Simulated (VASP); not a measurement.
# GaN in VASP: further runs, part 2 of 2

VASP 6.6.1.

## 3. Single point, LDA (all N atoms moved 0.2 Å in one direction, then relaxed in part)

Input file INCAR:

```
SYSTEM = GaN
ALGO     = Normal         ! electronic algorithm
EDIFF    = 1E-7           ! SCF threshold, eV
ENCUT    = 520            ! plane-wave cutoff, eV
ISIF     = 2              ! what is computed and relaxed
ISMEAR   = 0              ! smearing method
LASPH    = .True.         ! aspherical terms in the spheres
LCHARG   = .False.        ! write CHGCAR
LREAL    = .False.        ! projectors in reciprocal space
LWAVE    = .False.        ! write WAVECAR
NBANDS   = 26             ! bands
NELM     = 80             ! most SCF steps
PREC     = Accurate       ! precision mode
SIGMA    = 0.05           ! smearing width, eV
```

Input file KPOINTS:

```
k-points
0
Gamma
  12 12 4
  0 0 0
```

Input file POSCAR:

```
GaN
1.0
    3.1517543002      0.0000019146     -0.0000054152
   -1.5758754921      2.7295027041     -0.0000111080
   -0.0000088284     -0.0000260081      5.1382092998
Ga N
2 2
Direct
    0.3333324782      0.6666650782      0.9992945777
    0.6666656708      0.3333325914      0.4992944067
    0.3333342143      0.6666681137      0.3757055609
    0.6666676367      0.3333342167      0.8757054546
```

Potentials or basis: VASP PAW LDA potentials, release 64 (Ga_d, N).

Launch:

```bash
$ cat potpaw_LDA.64/Ga_d/POTCAR potpaw_LDA.64/N/POTCAR > POTCAR
$ mpirun -np 1 vasp_std > vasp.out
```

OUTCAR:

```text
SYSTEM = GaN
   EDIFF = 1E-7
   ENCUT = 520
   ISIF = 2
   ISMEAR = 0
   LASPH = .True.
   LREAL = .False.
   NELM = 80
   PREC = Accurate

 ion  position               nearest neighbor table
   1  0.333  0.667  0.999-   4 1.93   4 1.93   4 1.93   3 1.93
   2  0.667  0.333  0.499-   3 1.93   3 1.93   3 1.93   4 1.93
   3  0.333  0.667  0.376-   2 1.93   2 1.93   2 1.93   1 1.93
   4  0.667  0.333  0.876-   1 1.93   1 1.93   1 1.93   2 1.93

  LATTYP: Found a hexagonal cell.
 ALAT       =     3.1517543002
 C/A-ratio  =     1.6302696246

  Lattice vectors:

 A1 = (   3.1517543002,   0.0000019146,  -0.0000054152)
 A2 = (  -1.5758754921,   2.7295027041,  -0.0000111080)
 A3 = (  -0.0000088284,  -0.0000260081,   5.1382092998)

Analysis of symmetry for initial positions (statically):
=====================================================================
 Subroutine PRICEL returns:
 Original cell was already a primitive cell.

 Routine SETGRP: Setting up the symmetry group for a
 hexagonal supercell.

 Subroutine GETGRP returns: Found 12 space group operations
 (whereof  6 operations were pure point group operations)
 out of a pool of 24 trial point group operations.

The static configuration has the point symmetry C_3v.
 The point group associated with its full space group is C_6v.

Analysis of symmetry for dynamics (positions and initial velocities):
=====================================================================
 Subroutine PRICEL returns:
 Original cell was already a primitive cell.

 Routine SETGRP: Setting up the symmetry group for a
 hexagonal supercell.

 Subroutine GETGRP returns: Found 12 space group operations
 (whereof  6 operations were pure point group operations)
 out of a pool of 24 trial point group operations.

The dynamic configuration has the point symmetry C_3v.
 The point group associated with its full space group is C_6v.

 Subroutine INISYM returns: Found 12 space group operations
 (whereof  6 operations are pure point group operations),
 and found     1 'primitive' translations

----------------------------------------------------------------------------------------

                                     Primitive cell

  volume of cell :      44.2026

  direct lattice vectors                    reciprocal lattice vectors
     3.151754300  0.000001915 -0.000005415     0.317283504  0.183183295  0.000001472
    -1.575875492  2.729502704 -0.000011108    -0.000000223  0.366366975  0.000001854
    -0.000008828 -0.000026008  5.138209300     0.000000334  0.000000985  0.194620332

  length of vectors
     3.151754300  3.151756428  5.138209300     0.366367222  0.366366975  0.194620332

  position of ions in fractional coordinates (direct lattice)
     0.333332478  0.666665078  0.999294578
     0.666665671  0.333332591  0.499294407
     0.333334214  0.666668114  0.375705561
     0.666667637  0.333334217  0.875705455

  ion indices of the primitive-cell ions
   primitive index   ion index
                 1           1
                 2           2
                 3           3
                 4           4

----------------------------------------------------------------------------------------

 KPOINTS: k-points

Automatic generation of k-mesh.
 Grid dimensions read from file:
 generate k-points for:   12   12    4

 Generating k-lattice:

  Cartesian coordinates                     Fractional coordinates (reciprocal lattice)
     0.026440292  0.015265275  0.000000123     0.083333333  0.000000000 -0.000000000
    -0.000000019  0.030530581  0.000000155     0.000000000  0.083333333 -0.000000000
     0.000000084  0.000000246  0.048655083     0.000000000 -0.000000000  0.250000000

  Length of vectors
     0.030530602  0.030530581  0.048655083

  Shift w.r.t. Gamma in fractional coordinates (k-lattice)
     0.000000000  0.000000000  0.000000000

 Subroutine IBZKPT returns following result:
 ===========================================

 Found     57 irreducible k-points:

 Following reciprocal coordinates:
            Coordinates               Weight
  0.000000  0.000000  0.000000      1.000000
  0.083333 -0.000000  0.000000      6.000000
  0.166667 -0.000000  0.000000      6.000000
  0.250000 -0.000000 -0.000000      6.000000
  0.333333 -0.000000  0.000000      6.000000
  0.416667 -0.000000  0.000000      6.000000
[... 16 lines left out ...]
  0.250000 -0.000000  0.250000     12.000000
  0.333333 -0.000000  0.250000     12.000000
 [... further k-points ...]
   k-points           NKPTS =     57   k-points in BZ     NKDIM =     57   number of bands    NBANDS=     26
   number of dos      NEDOS =    301   number of ions     NIONS =      4
   total plane-waves  NPLWV =  23040
   dimension x,y,z NGX =    24 NGY =   24 NGZ =   40
   dimension x,y,z NGXF=    48 NGYF=   48 NGZF=   80
   ions per type =               2   2
   NGX,Y,Z   is equivalent  to a cutoff of  12.66, 12.66, 12.94 a.u.
   NGXF,Y,Z  is equivalent  to a cutoff of  25.32, 25.32, 25.88 a.u.
 SYSTEM =  GaN
   PREC   = accura    normal or accurate (medium, high low for compatibility)
   ISTART =      0    job   : 0-new  1-cont  2-samecut
   ICHARG =      2    charge: 1-file 2-atom 10-const
   ISPIN  =      1    spin polarized calculation?
   LNONCOLLINEAR =      F non collinear calculations
   LSORBIT =      F    spin-orbit coupling
   LASPH  =      T    aspherical Exc in radial PAW
   ENCUT  =  520.0 eV  38.22 Ry    6.18 a.u.   5.86  5.86  9.55*2*pi/ulx,y,z
   NELM   =     80;   NELMIN=  2; NELMDL= -5     # of ELM steps
   EDIFF  = 0.1E-06   stopping-criterion for ELM
   LREAL  =      F    real-space projection
   EDIFFG = 0.1E-05   stopping-criterion for IOM
   NSW    =      0    number of steps for IOM
   IBRION =     -1    ionic relax: 0-MD 1-quasi-New 2-CG
   NFREE  =      0    steps in history (QN), initial steepest desc. (CG)
   ISIF   =      2    stress and relaxation
   ISYM   =      2    0-nonsym 1-usesym 2-fastsym
   POTIM  = 0.5000    time-step for ionic-motion
   TEBEG  =    0.0;   TEEND  =   0.0 temperature during run
   PSTRESS=    0.0 pullay stress
   NELECT =      36.0000    total number of electrons
   NUPDOWN=      -1.0000    fix difference up-down
   EMIN   =  10.00;   EMAX   =-10.00  energy-range for DOS
   EFERMI =   0.00;   METHOD = LEGACY
   ISMEAR =     0;   SIGMA  =   0.05  broadening in eV -4-tet -1-fermi 0-gaus
   EFERMI_NEDOS =   21; number of points for ismear=-14 and -15
   IALGO  =     38    algorithm
   IMIX   =      4    mixing-type and parameters
     AMIX     =   0.40;   BMIX     =  1.00
     AMIX_MAG =   1.60;   BMIX_MAG =  1.00
  volume/ion in A,a.u.               =      11.05        74.57
  Fermi-wavevector in a.u.,A,eV,Ry     =   1.528832  2.889073 31.801262  2.337327
  Thomas-Fermi vector in A             =   2.636536
   LORBIT       =      0    0 simple, 1 ext, 2 COOP (PROOUT), +10 PAW based schemes
   GGA     = CA    functional components
   LHFCALC =     F    Hartree Fock is set to
   AEXX    =    0.0000 exact exchange contribution
   IVDW    =     0    specifies the selected vdW correction
   LEPSILON=     F    determine dielectric tensor
   LRPA    =     F    only Hartree local field effects (RPA)
 non-spin polarized calculation
 Gauss-broadening in eV      SIGMA  =   0.05
  energy-cutoff  :      520.00
  volume of cell :       44.20
 maximum number of plane-waves:      1204
 NGX is ok and might be reduce to    24
   NGX = 11   NGY = 11   NGZ = 19

 number of electron      36.0000031 magnetization

 Free energy of the ion-electron system (eV)
  ---------------------------------------------------
  ext. energy  EPLUGINS =         0.00000000
  ---------------------------------------------------
  free energy    TOTEN  =       -27.90977379 eV

  energy without entropy =      -27.90977379  energy(sigma->0) =      -27.90977379

 E-fermi :   5.6955     XC(G=0): -12.2990

 val. band max:        5.4416589008   @ k =   0.0000   0.0000   0.0000
 cond. band min:       7.5875594989   @ k =   0.0000   0.0000   0.0000
 fundamental gap:      2.1459005980
 Fermi energy:         5.6955291838

 k-point     1 :       0.0000    0.0000    0.0000
  band No.  band energies     occupation
      1     -10.7017      2.00000
      2      -9.7200      2.00000
      3      -8.1456      2.00000
      4      -8.1283      2.00000
      5      -8.1283      2.00000
      6      -8.0612      2.00000
[... 18 lines left out ...]
     25      17.2205      0.00000
     26      17.2206      0.00000
[... 644 lines left out ...]
      4      -8.0260      2.00000
      5      -8.0021      2.00000
      6      -7.9142      2.00000
[... 18 lines left out ...]
     25      16.5229      0.00000
     26      18.4718      0.00000

 [... further k-points ...]
[... 5 lines left out ...]
  --------------------------------------------------------------------------------------
  -------------------------------------------------------------------------------------
  Total        0.3118953      0.3118963      0.3071521      0.0000004     -0.0000031     -0.0000011
  in kB       11.3050268     11.3050630     11.1331047      0.0000137     -0.0001136     -0.0000386
  external PRESSURE =      11.2477315 kB  Pullay stress =       0.0000000 kB

 VOLUME and BASIS-vectors are now :
 -----------------------------------------------------------------------------
  energy-cutoff  :      520.00
  volume of cell :       44.20
      direct lattice vectors                 reciprocal lattice vectors
     3.151754300  0.000001915 -0.000005415     0.317283504  0.183183295  0.000001472
    -1.575875492  2.729502704 -0.000011108    -0.000000223  0.366366975  0.000001854
    -0.000008828 -0.000026008  5.138209300     0.000000334  0.000000985  0.194620332

 POSITION                                       TOTAL-FORCE (eV/Angst)
 -----------------------------------------------------------------------------------
     -0.00001      1.81964      5.13458        -0.000000     -0.000000      0.001844
      1.57587      0.90982      2.56547        -0.000000     -0.000000      0.001844
     -0.00000      1.81966      1.93044         0.000000      0.000000     -0.001844
      1.57587      0.90982      4.49955         0.000000      0.000000     -0.001844
 -----------------------------------------------------------------------------------
    total drift:                               -0.000832     -0.003092      0.000810

  FREE ENERGIE OF THE ION-ELECTRON SYSTEM (eV)
  ---------------------------------------------------
  free  energy   TOTEN  =       -27.9097737909 eV

  energy  without entropy=      -27.9097737909  energy(sigma->0) =      -27.90977379
```

It took 28 s on 1 thread of Intel Xeon Platinum 8559C (Emerald Rapids), shared host; peak memory 0.18 GiB.

Results:

```
Free energy            : -27.9098 eV
Pressure               : 1.1 GPa
Band gap on the k mesh : 2.15 eV, direct
```

Caveat: the cell differs from its parent crystal (all N atoms moved 0.2 Å in one direction, then relaxed in part).
